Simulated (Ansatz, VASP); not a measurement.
## ZnS in VASP and in Ansatz

```
CELL_PARAMETERS angstrom
0.00000 2.69368 2.69368
2.69368 0.00000 2.69368
2.69368 2.69368 0.00000
ATOMIC_POSITIONS crystal
Zn 0.00000 0.00000 0.00000
S 0.25000 0.25000 0.25000
```

Alike in both runs: task relaxation of cell and atoms; functional PBE; k mesh 10 × 10 × 10; occupations gaussian, width 0.02 eV; no spin polarisation.

```csv
,VASP,Ansatz
version,VASP 6.6.1,Ansatz 0.2.0
potentials or method,"VASP PAW PBE potentials, release 64 (Zn, S), cutoff 600 eV","scalar-relativistic, plane waves, PAW"
valence electrons in the cell,18,18
```

|  | VASP | Ansatz | Ansatz less VASP |
| --- | --- | --- | --- |
| gap on the k mesh at the Fermi level, each at its own relaxed structure (eV) | 2.01 | 2.02 | +0.006 |
| relaxed volume (Å³/atom) | 20.20 | 20.15 | -0.051 |
| relaxed cell length with the largest relative difference (Å) | 3.852 | 3.848 | -0.0032 |
